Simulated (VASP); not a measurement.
# SrO (P6_3/mmc) in VASP: further runs

SrO is run at these levels: PBEsol; tasks: relaxation of shape and atoms at fixed volume, relaxation of cell and atoms.

All numbers are computed with VASP 6.6.1; they aren't measurements. Logs are shortened: lines on timing, memory, paths and dates and some standing lists are left out, and cuts for length are marked.

## Step 1: The cell of the first run

Symmetry: P6_3/mmc, No. 194, hexagonal system. Conventional cell: a = 3.488 Å, b = 3.488 Å, c = 6.133 Å, α = 90.00°, β = 90.00°, γ = 120.00°. Sr (site symmetry -3m) has 6 O at 2.53 Å and 2 Sr at 3.07 Å within 3.3 Å. Within 3.3 Å of O (site symmetry -6m2) lie 6 Sr at 2.53 Å.

## Step 2: Relaxation of shape and atoms at fixed volume, PBEsol (16.15 Å³/atom)

INCAR reads:

```
SYSTEM = SrO
PREC = Accurate
ENCUT = 600
EDIFF = 1E-6
ISMEAR = 0
SIGMA = 0.05
LREAL = .False.
LASPH = .True.
NELM = 60
ALGO = Normal
ISIF = 4
LWAVE = .False.
LCHARG = .False.
GGA = PS
IBRION = 2
NSW = 60
EDIFFG = -0.01
```

KPOINTS reads:

```
regular mesh
0
Gamma
  10 10 6
  0 0 0
```

POSCAR reads:

```
SrO
1.0
    3.4876277781      0.0000000000      0.0000000000
   -1.7438138890      3.0203742548      0.0000000000
    0.0000000000      0.0000000000      6.1332176979
Sr O
2 2
Direct
    0.0000000000      0.0000000000      0.0000000000
    0.0000000000      0.0000000000      0.5000000000
    0.3333333333      0.6666666667      0.2500000000
    0.6666666667      0.3333333333      0.7500000000
```

Potentials or basis: VASP PAW PBE potentials, release 64 (Sr_sv, O).

Launch:

```bash
cat potpaw_PBE.64/Sr_sv/POTCAR potpaw_PBE.64/O/POTCAR > POTCAR
mpirun -np 1 vasp_std > vasp.out
```

OUTCAR:

```text
SYSTEM = SrO
   PREC = Accurate
   ENCUT = 600
   EDIFF = 1E-6
   ISMEAR = 0
   LREAL = .False.
   LASPH = .True.
   NELM = 60
   ISIF = 4
   GGA = PS
   IBRION = 2
   NSW = 60
   EDIFFG = -0.01

 ion  position               nearest neighbor table
   1  0.000  0.000  0.000-   3 2.53   4 2.53   3 2.53   4 2.53   4 2.53   3 2.53   2 3.07   2 3.07
                             2 4.64   2 4.64   2 4.64   2 4.64   2 4.64   2 4.64   2 4.64   2 4.64
   2  0.000  0.000  0.500-   3 2.53   4 2.53   3 2.53   4 2.53   4 2.53   3 2.53   1 3.07   1 3.07
                             1 4.64   1 4.64   1 4.64   1 4.64   1 4.64   1 4.64   1 4.64   1 4.64
   3  0.333  0.667  0.250-   1 2.53   2 2.53   1 2.53   2 2.53   1 2.53   2 2.53
   4  0.667  0.333  0.750-   1 2.53   2 2.53   1 2.53   2 2.53   1 2.53   2 2.53

  LATTYP: Found a hexagonal cell.
 ALAT       =     3.4876277781
 C/A-ratio  =     1.7585642988

  Lattice vectors:

 A1 = (   3.4876277781,   0.0000000000,   0.0000000000)
 A2 = (  -1.7438138890,   3.0203742548,   0.0000000000)
 A3 = (   0.0000000000,   0.0000000000,   6.1332176979)

Analysis of symmetry for initial positions (statically):
=====================================================================
 Subroutine PRICEL returns:
 Original cell was already a primitive cell.

 Routine SETGRP: Setting up the symmetry group for a
 hexagonal supercell.

 Subroutine GETGRP returns: Found 24 space group operations
 (whereof 12 operations were pure point group operations)
 out of a pool of 24 trial point group operations.

The static configuration has the point symmetry D_3d.
 The point group associated with its full space group is D_6h.

Analysis of symmetry for dynamics (positions and initial velocities):
=====================================================================
 Subroutine PRICEL returns:
 Original cell was already a primitive cell.

 Routine SETGRP: Setting up the symmetry group for a
 hexagonal supercell.

 Subroutine GETGRP returns: Found 24 space group operations
 (whereof 12 operations were pure point group operations)
 out of a pool of 24 trial point group operations.

The dynamic configuration has the point symmetry D_3d.
 The point group associated with its full space group is D_6h.

 Subroutine INISYM returns: Found 24 space group operations
 (whereof 12 operations are pure point group operations),
 and found     1 'primitive' translations

----------------------------------------------------------------------------------------

                                     Primitive cell

  volume of cell :      64.6070

  direct lattice vectors                    reciprocal lattice vectors
     3.487627778  0.000000000  0.000000000     0.286727846  0.165542399  0.000000000
    -1.743813889  3.020374255  0.000000000     0.000000000  0.331084798  0.000000000
     0.000000000  0.000000000  6.133217698     0.000000000  0.000000000  0.163046552

  length of vectors
     3.487627778  3.487627778  6.133217698     0.331084798  0.331084798  0.163046552

  position of ions in fractional coordinates (direct lattice)
     0.000000000  0.000000000  0.000000000
     0.000000000  0.000000000  0.500000000
     0.333333333  0.666666667  0.250000000
     0.666666667  0.333333333  0.750000000

  ion indices of the primitive-cell ions
   primitive index   ion index
                 1           1
                 2           2
                 3           3
                 4           4

----------------------------------------------------------------------------------------
[... 74 lines left out ...]
   IBRION =      2    ionic relax: 0-MD 1-quasi-New 2-CG
   NFREE  =      1    steps in history (QN), initial steepest desc. (CG)
   ISIF   =      4    stress and relaxation
   ISYM   =      2    0-nonsym 1-usesym 2-fastsym
   POTIM  = 0.5000    time-step for ionic-motion
   TEBEG  =    0.0;   TEEND  =   0.0 temperature during run
   PSTRESS=    0.0 pullay stress
   NELECT =      32.0000    total number of electrons
   NUPDOWN=      -1.0000    fix difference up-down
   EMIN   =  10.00;   EMAX   =-10.00  energy-range for DOS
   EFERMI =   0.00;   METHOD = LEGACY
   ISMEAR =     0;   SIGMA  =   0.05  broadening in eV -4-tet -1-fermi 0-gaus
   EFERMI_NEDOS =   21; number of points for ismear=-14 and -15
   IALGO  =     38    algorithm
   IMIX   =      4    mixing-type and parameters
     AMIX     =   0.40;   BMIX     =  1.00
     AMIX_MAG =   1.60;   BMIX_MAG =  1.00
  volume/ion in A,a.u.               =      16.15       109.00
  Fermi-wavevector in a.u.,A,eV,Ry     =   1.295284  2.447732 22.827326  1.677761
  Thomas-Fermi vector in A             =   2.426814
   LORBIT       =      0    0 simple, 1 ext, 2 COOP (PROOUT), +10 PAW based schemes
   GGA     = PS    functional components
   LHFCALC =     F    Hartree Fock is set to
   AEXX    =    0.0000 exact exchange contribution
   IVDW    =     0    specifies the selected vdW correction
   LEPSILON=     F    determine dielectric tensor
   LRPA    =     F    only Hartree local field effects (RPA)
 conjugate gradient relaxation of ions
 non-spin polarized calculation
 Gauss-broadening in eV      SIGMA  =   0.05
  energy-cutoff  :      600.00
  volume of cell :       64.61
 maximum number of plane-waves:      2172
 NGX is ok and might be reduce to    28
   NGX = 13   NGY = 13   NGZ = 25

--------------------------------------- Ionic step        1  -------------------------------------------

 number of electron      31.9999996 magnetization

 Free energy of the ion-electron system (eV)
  ---------------------------------------------------
  ext. energy  EPLUGINS =         0.00000000
  ---------------------------------------------------
  free energy    TOTEN  =       -24.63097833 eV

  energy without entropy =      -24.63097833  energy(sigma->0) =      -24.63097833

------------------------ aborting loop because EDIFF is reached ----------------------------------------

  FORCE on cell =-STRESS in cart. coord.  units (eV):
  Direction    XX          YY          ZZ          XY          YZ          ZX
  --------------------------------------------------------------------------------------
  -------------------------------------------------------------------------------------
  Total        1.8672319      1.8672319      2.0579746      0.0000000      0.0000000     -0.0000000
  in kB       46.3051800     46.3051800     51.0353778      0.0000000      0.0000000     -0.0000000
  external PRESSURE =      47.8819126 kB  Pullay stress =       0.0000000 kB

 VOLUME and BASIS-vectors are now :
 -----------------------------------------------------------------------------
  energy-cutoff  :      600.00
  volume of cell :       64.61
      direct lattice vectors                 reciprocal lattice vectors
     3.487627778  0.000000000  0.000000000     0.286727846  0.165542399  0.000000000
    -1.743813889  3.020374255  0.000000000     0.000000000  0.331084798  0.000000000
     0.000000000  0.000000000  6.133217698     0.000000000  0.000000000  0.163046552

 POSITION                                       TOTAL-FORCE (eV/Angst)
 -----------------------------------------------------------------------------------
      0.00000      0.00000      0.00000        -0.000000      0.000000     -0.000000
      0.00000      0.00000      3.06661        -0.000000      0.000000     -0.000000
     -0.00000      2.01358      1.53330        -0.000000     -0.000000      0.000000
      1.74381      1.00679      4.59991         0.000000      0.000000      0.000000
 -----------------------------------------------------------------------------------
    total drift:                                0.000000     -0.000000      0.000000

  FREE ENERGIE OF THE ION-ELECTRON SYSTEM (eV)
  ---------------------------------------------------
  free  energy   TOTEN  =       -24.6309783271 eV

  energy  without entropy=      -24.6309783271  energy(sigma->0) =      -24.63097833

--------------------------------------- Ionic step        2  -------------------------------------------

 number of electron      31.9999996 magnetization

 Free energy of the ion-electron system (eV)
  ---------------------------------------------------
  ext. energy  EPLUGINS =         0.00000000
  ---------------------------------------------------
  free energy    TOTEN  =       -24.63112910 eV

  energy without entropy =      -24.63112910  energy(sigma->0) =      -24.63112910

 E-fermi :   2.0948     XC(G=0): -10.5160

 val. band max:        1.8484494050   @ k =   0.3000   0.3000   0.0000
 cond. band min:       5.2463879633   @ k =   0.0000   0.0000   0.0000
 fundamental gap:      3.3979385583
 Fermi energy:         2.0947705434

 k-point     1 :       0.0000    0.0000    0.0000
  band No.  band energies     occupation
      1     -30.6745      2.00000
      2     -30.4078      2.00000
      3     -15.3431      2.00000
      4     -13.2836      2.00000
      5     -12.2536      2.00000
      6     -12.2536      2.00000
[... 541 lines left out ...]
     19       8.9331      0.00000
     20       9.6069      0.00000

 [... further k-points ...]

------------------------ aborting loop because EDIFF is reached ----------------------------------------

  FORCE on cell =-STRESS in cart. coord.  units (eV):
  Direction    XX          YY          ZZ          XY          YZ          ZX
  --------------------------------------------------------------------------------------
  -------------------------------------------------------------------------------------
  Total        1.9214357      1.9214357      1.9285517      0.0000000      0.0000000      0.0000000
  in kB       47.6493701     47.6493701     47.8258403      0.0000000      0.0000000      0.0000000
  external PRESSURE =      47.7081935 kB  Pullay stress =       0.0000000 kB

 VOLUME and BASIS-vectors are now :
 -----------------------------------------------------------------------------
  energy-cutoff  :      600.00
  volume of cell :       64.61
      direct lattice vectors                 reciprocal lattice vectors
     3.484955416  0.000000000 -0.000000000     0.286947717  0.165669342 -0.000000000
    -1.742477708  3.018059921 -0.000000000    -0.000000000  0.331338683  0.000000000
     0.000000000  0.000000000  6.142627554     0.000000000  0.000000000  0.162796782

 POSITION                                       TOTAL-FORCE (eV/Angst)
 -----------------------------------------------------------------------------------
      3.48496      0.00000      6.14263         0.000000      0.000000      0.000000
      3.48496      0.00000      3.07131         0.000000      0.000000      0.000000
     -0.00000      2.01204      1.53566        -0.000000      0.000000     -0.000000
      1.74248      1.00602      4.60697         0.000000     -0.000000      0.000000
 -----------------------------------------------------------------------------------
    total drift:                                0.000000     -0.000000      0.000000

  FREE ENERGIE OF THE ION-ELECTRON SYSTEM (eV)
  ---------------------------------------------------
  free  energy   TOTEN  =       -24.6311291035 eV

  energy  without entropy=      -24.6311291035  energy(sigma->0) =      -24.63112910

 reached required accuracy - stopping structural energy minimisation
```

It took 2.1 min on 1 thread of Intel Xeon 8259CL, shared host; peak memory 0.24 GiB.

What came out:

| Quantity | Value |
| --- | --- |
| Free energy | -24.6311 eV |
| Energy gained by relaxing | 0.0 meV/atom |
| Ionic steps | 2 |
| Pressure after relaxing | 4.8 GPa |
| Band gap on the k mesh | 3.40 eV |

Step by step:
```
step  energy change (eV)  largest force (eV/Å)  pressure (GPa)  volume (Å³)
   1              0.0000                0.0000            4.79        64.61
   2             -0.0002                0.0000            4.77        64.61
```

Final structure:
```
CELL_PARAMETERS angstrom
3.48496 0.00000 0.00000
-1.74248 3.01806 0.00000
0.00000 0.00000 6.14263
ATOMIC_POSITIONS crystal
Sr 0.00000 0.00000 0.00000
Sr 0.00000 0.00000 0.50000
O 0.33333 0.66667 0.25000
O 0.66667 0.33333 0.75000
```

Caveat: the PAW data sets were made with another functional, which shifts forces and pressure a little. A k mesh can miss the band edges.

## Step 3: Relaxation of shape and atoms at fixed volume, PBEsol (16.49 Å³/atom)

This run uses another cell than the first one, of 16.49 Å³/atom.

INCAR reads:

```
PREC = Accurate ; ENCUT = 600
EDIFF = 1E-7 ; ISMEAR = 0
SIGMA = 0.05 ; LREAL = False
LASPH = True ; NELM = 60
ALGO = Normal ; ISIF = 4
LWAVE = False ; LCHARG = False
GGA = PS ; IBRION = 2
NSW = 60 ; EDIFFG = -0.01
```

KPOINTS reads:

```
Automatic mesh
0
Gamma
  10 10 6
```

POSCAR reads:

```
SrO
1.0
    3.5128795373      0.0000000000      0.0000000000
   -1.7564397686      3.0422429197      0.0000000000
    0.0000000000      0.0000000000      6.1713043395
Sr O
2 2
Direct
    0.0000000000      0.0000000000      0.0000000000
    0.0000000000      0.0000000000      0.5000000000
    0.3333333333      0.6666666667      0.2500000000
    0.6666666667      0.3333333333      0.7500000000
```

Potentials or basis: VASP PAW PBE potentials, release 64 (Sr_sv, O).

Launch:

```bash
cat potpaw_PBE.64/Sr_sv/POTCAR potpaw_PBE.64/O/POTCAR > POTCAR
mpirun -np 1 vasp_std > vasp.out
```

Wall time 2.7 min (1 thread of Intel Xeon 8259CL, shared host); peak memory 0.24 GiB.

Results (log left out):

```
Free energy               : -24.6634 eV
Energy gained by relaxing : 0.0 meV/atom
Ionic steps               : 2
Pressure after relaxing   : 2.6 GPa
Band gap on the k mesh    : 3.37 eV
```

Step by step:
| step | energy change (eV) | largest force (eV/Å) | pressure (GPa) | volume (Å³) |
| --- | --- | --- | --- | --- |
| 1 | 0.0000 | 0.0000 | 2.60 | 65.95 |
| 2 | -0.0001 | 0.0000 | 2.58 | 65.95 |

Final structure:
```
CELL_PARAMETERS angstrom
3.51041 0.00000 0.00000
-1.75521 3.04011 0.00000
0.00000 0.00000 6.17998
ATOMIC_POSITIONS crystal
Sr 0.00000 0.00000 0.00000
Sr 0.00000 0.00000 0.50000
O 0.33333 0.66667 0.25000
O 0.66667 0.33333 0.75000
```

Levels at points of the mesh, in eV from the valence-band top:
```tsv
k point	band 14	band 15	band 16	band 17	band 18	band 19
(0.00, 0.00, 0.00)	-0.14	0.00	0.00	3.37	4.45	6.63
(0.50, 0.00, 0.00)	-0.54	-0.22	-0.08	3.56	5.74	7.04
(0.00, 0.00, 0.50)	-0.57	-0.57	-0.57	5.41	5.41	6.65
(0.50, 0.00, 0.50)	-0.89	-0.65	-0.65	4.82	4.82	8.40
```

Caveat: the PAW data sets were made with another functional, which shifts forces and pressure a little. A k mesh can miss the band edges.

## Step 4: Relaxation of cell and atoms, PBEsol

This run uses another cell than the first one, of 16.90 Å³/atom.

INCAR reads:

```
SYSTEM = SrO
PREC = Accurate
ENCUT = 600
EDIFF = 1E-6
ISMEAR = 0
SIGMA = 0.05
LREAL = .False.
LASPH = .True.
NELM = 100
ALGO = Normal
ISIF = 3
LWAVE = .False.
LCHARG = .False.
GGA = PS
IBRION = 2
NSW = 80
EDIFFG = -0.01
```

KPOINTS reads:

```
Automatic mesh
0
Gamma
  10 10 6
  0 0 0
```

POSCAR reads:

```
SrO
1.0
    3.8259274412      0.0000000000      0.0000000000
   -1.9129637206      3.3133503571      0.0000000000
    0.0000000000      0.0000000000      5.3324061933
Sr O
2 2
Direct
    0.0000000000      0.0000000000      0.0000000000
    0.0000000000      0.0000000000      0.5000000000
    0.3333333333      0.6666666667      0.2500000000
    0.6666666667      0.3333333333      0.7500000000
```

Launch:

```bash
cat potpaw_PBE.64/Sr_sv/POTCAR potpaw_PBE.64/O/POTCAR > POTCAR
mpirun -np 1 vasp_std > vasp.out
```

It took 5 min on 1 thread of Intel Xeon 8259CL, shared host; peak memory 0.27 GiB.

The run converged. Its results:

| Property | Result |
| --- | --- |
| Free energy | -24.6791 eV |
| Relaxed volume | 16.93 Å³/atom |
| Relaxed cell | a = 3.545 Å, b = 3.545 Å, c = 6.224 Å, α = 90.00°, β = 90.00°, γ = 120.00° |
| Space group after relaxing (to 0.1 Å) | P6_3/mmc (No. 194) |
| Energy gained by relaxing | 372.6 meV/atom |
| Ionic steps | 5 |
| Pressure after relaxing | 0.0 GPa |
| Band gap on the k mesh | 3.32 eV |

The path:
| step | energy change (eV) | largest force (eV/Å) | pressure (GPa) | volume (Å³) |
| --- | --- | --- | --- | --- |
| 1 | 0.0000 | 0.0000 | 1.53 | 67.60 |
| 2 | -1.4901 | 0.0000 | -0.31 | 67.94 |
| 3 | -1.4901 | 0.0000 | -0.30 | 67.95 |
| 4 | -1.4903 | 0.0000 | 0.12 | 67.63 |
| 5 | -1.4903 | 0.0000 | 0.00 | 67.72 |

Final structure:
```xyz
4
Lattice="3.5445 0.0000 0.0000 -1.7723 3.0697 0.0000 0.0000 0.0000 6.2237" Properties=species:S:1:pos:R:3 pbc="T T T"
Sr    0.0000    0.0000    0.0000
Sr    0.0000    0.0000    3.1119
O     0.0000    2.0464    1.5559
O     1.7723    1.0232    4.6678
```

Levels at points of the mesh, in eV from the valence-band top:
| k point | band 13 | band 14 | band 15 | band 16 | band 17 | band 18 | band 19 | band 20 |
| --- | --- | --- | --- | --- | --- | --- | --- | --- |
| (0.00, 0.00, 0.00) | -1.03 | -0.14 | 0.00 | 0.00 | 3.32 | 4.31 | 6.55 | 6.55 |
| (0.50, 0.00, 0.00) | -1.17 | -0.56 | -0.25 | -0.09 | 3.56 | 5.70 | 6.88 | 7.46 |
| (0.00, 0.00, 0.50) | -0.55 | -0.55 | -0.55 | -0.55 | 5.32 | 5.32 | 6.48 | 6.48 |
| (0.50, 0.00, 0.50) | -0.86 | -0.86 | -0.64 | -0.64 | 4.79 | 4.79 | 8.19 | 8.19 |

Caveat: a cell axis changed by over 15 % at a fixed basis, so the end point is rough; the PAW data sets were made with another functional, which shifts forces and pressure a little.

## Step 5: The runs side by side

```tsv
task	cell	gap on the mesh (eV)	pressure (GPa)
relaxation of shape and atoms at fixed volume	relaxed from a = 3.488, b = 3.488, c = 6.133 Å, angles 90.0, 90.0, 120.0°, 4 atoms	3.40	4.8
relaxation of shape and atoms at fixed volume	relaxed from a = 3.513, b = 3.513, c = 6.171 Å, angles 90.0, 90.0, 120.0°, 4 atoms	3.37	2.6
relaxation of cell and atoms	relaxed from a = 3.826, b = 3.826, c = 5.332 Å, angles 90.0, 90.0, 120.0°, 4 atoms	3.32	0.0
```

Alike in all rows: level PBEsol; potentials or basis VASP PAW PBE potentials, release 64 (Sr_sv, O); no spin polarisation; k mesh 10 × 10 × 6; cutoff (eV) 600; smearing gaussian 0.05 eV.

Caveats: the PAW data sets were made with another functional, which shifts forces and pressure a little; a cell axis changed by over 15 % at a fixed basis, so the end point is rough (at least some runs).

Absolute energies hang on the potentials; compare differences alone.
